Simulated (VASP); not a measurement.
Write the native input for VASP 6.6.1 that does the following.

- Task: single point
- Functional: r2SCAN
- Potentials or basis: VASP PAW PBE potentials, release 64 (Zn, S)
- Cutoff: 520 eV
- k mesh: 8 × 8 × 8
- Occupations: gaussian, width 0.05 eV
- Spin: no spin polarisation
- Dipole correction: no
- Further INCAR settings: ALGO = Normal; EDIFF = 1e-06; NBANDS = 16

The system is ZnS.

```
CELL_PARAMETERS angstrom
0.00000 2.48828 2.81284
2.48828 0.00000 2.81284
2.48828 2.48828 0.00000
ATOMIC_POSITIONS crystal
Zn 0.00000 0.00000 0.00000
S 0.75000 0.75000 0.75000
```

This cell differs from its parent crystal: strain -0.080 along x and y, +0.040 along z.

One way to write it, as run:

POSCAR

```
ZnS
1.0
    0.0000000000      2.4882780000      2.8128360000
    2.4882780000      0.0000000000      2.8128360000
    2.4882780000      2.4882780000      0.0000000000
Zn S
1 1
Direct
    0.0000000000      0.0000000000      0.0000000000
    0.7500000000      0.7500000000      0.7500000000
```

INCAR.step1

```
SYSTEM = ZnS
PREC     = Accurate       ! precision mode
ENCUT    = 520            ! plane-wave cutoff, eV
ISMEAR   = 0              ! smearing method
SIGMA    = 0.05           ! smearing width, eV
LREAL    = .FALSE.        ! projectors in reciprocal space
LASPH    = .TRUE.         ! aspherical terms in the spheres
NELM     = 100            ! most SCF steps
NBANDS   = 16             ! bands
GGA      = PE             ! functional
ALGO     = Normal         ! electronic algorithm
EDIFF    = 1E-4           ! SCF threshold, eV
LWAVE    = .TRUE.         ! write WAVECAR
LCHARG   = .FALSE.        ! write CHGCAR
```

INCAR.step2

```
SYSTEM = ZnS
PREC     = Accurate       ! precision mode
ENCUT    = 520            ! plane-wave cutoff, eV
EDIFF    = 1E-6           ! SCF threshold, eV
ISMEAR   = 0              ! smearing method
SIGMA    = 0.05           ! smearing width, eV
LREAL    = .FALSE.        ! projectors in reciprocal space
LASPH    = .TRUE.         ! aspherical terms in the spheres
NELM     = 100            ! most SCF steps
ALGO     = Normal         ! electronic algorithm
ISIF     = 2              ! what is computed and relaxed
LWAVE    = .FALSE.        ! write WAVECAR
LCHARG   = .TRUE.         ! write CHGCAR
METAGGA  = R2SCAN         ! meta-GGA
LMIXTAU  = .TRUE.       
LELF     = .TRUE.         ! ELF
LVHAR    = .TRUE.       
NBANDS   = 16             ! bands
ISTART   = 1
```

KPOINTS

```
Automatic mesh
0
G
  8 8 8
  0 0 0
```

Potentials or basis: VASP PAW PBE potentials, release 64 (Zn, S).

Launch:

```sh
$ cat potpaw_PBE.64/Zn/POTCAR potpaw_PBE.64/S/POTCAR > POTCAR
$ cp INCAR.step1 INCAR
$ mpirun -np 1 vasp_std > vasp.out
$ cp INCAR.step2 INCAR
$ mpirun -np 1 vasp_std > vasp.out
```

It gave:

The pressure is 11.3 GPa and the band gap on the k mesh is 3.02 eV, indirect (least direct gap 3.02 eV).

Caveat: the cell differs from its parent crystal (strain -0.080 along x and y, +0.040 along z); the PAW data sets were made with another functional, which shifts forces and pressure a little.

Run time: 67 s on 1 thread of Intel(R) Xeon(R) Platinum 8559C (Emerald Rapids) (shared host), peak memory 0.18 GiB.
